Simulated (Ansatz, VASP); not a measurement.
One calculation of CuO2, two programs

The input INCAR:

```
PREC = Accurate ; ENCUT = 520
EDIFF = 1E-6 ; ISMEAR = 0
SIGMA = 0.1 ; LREAL = False
LASPH = True ; NELM = 150
ALGO = Normal ; ISIF = 2
LWAVE = False ; LCHARG = False
LMAXMIX = 4 ; LDAU = True
LDAUTYPE = 2 ; LDAUL = 2 -1
LDAUU = 4 0 ; LDAUJ = 0 0
LDAUPRINT = 1 ; GGA = PE
NBANDS = 18
```

The input KPOINTS:

```
regular mesh
0
Gamma
  14 14 14
```

Contents of POSCAR:

```
CuO2
1.0
    0.0000000000      2.5827836775      2.5827836775
    2.5827836775      0.0000000000      2.5827836775
    2.5827836775      2.5827836775      0.0000000000
Cu O
1 2
Direct
    0.0000000000      0.0000000000      0.0000000000
    0.2500000000      0.2500000000      0.2500000000
    0.7500000000      0.7500000000      0.7500000000
```

Input for Ansatz:

```yaml
crystal:
  lattice:
    - [0.0, 2.5827836775, 2.5827836775]
    - [2.5827836775, 0.0, 2.5827836775]
    - [2.5827836775, 2.5827836775, 0.0]
  atoms:
    - { symbol: Cu, position: [0.0, 0.0, 0.0] }
    - { symbol: O, position: [0.25, 0.25, 0.25] }
    - { symbol: O, position: [0.75, 0.75, 0.75] }
basis:
  ecutwfc: 420
kpoints:
  mp_grid: { grid: [14, 14, 14] }
hamiltonian:
  xc: pbe
  hubbard: { sites: [{ species: Cu, l: d, u_eff: 4.0 }] }
scf:
  occupations: { method: gaussian, width: 0.1 }
output:
  forces: true
  stress: true
  eigenvalues: true
  write_density: true
  write_potential: true
  elf: true
  volumetric_format: npy
```

Alike in both runs: task single point; functional PBE; k mesh 14 × 14 × 14; occupations gaussian, width 0.1 eV; no spin polarisation; Hubbard terms Cu d U = 4.0 eV.

|  | VASP | Ansatz |
| --- | --- | --- |
| version | VASP 6.6.1 | Ansatz 0.2.0 |
| potentials or method | VASP PAW PBE potentials, release 64 (Cu, O), cutoff 520 eV | scalar-relativistic, plane waves, PAW |
| valence electrons in the cell | 23 | 31 |

Ansatz gave:

```
gap on the k mesh at the Fermi level (eV) : none
pressure (GPa)                            : -18.0
```

Question: Estimate VASP's values.

Answer: gap on the k mesh at the Fermi level (eV): none; pressure (GPa): -19.5.

The programs project onto different local orbitals, so the same U acts differently, and such runs can settle in different states. A gap of «none» marks a metal or a gap that the smearing closes. VASP's potentials hold 23 valence electrons a cell and Ansatz's 31, so a difference there can come from the potentials and not from the codes. Ansatz's warnings: filled band counts differ across k points.
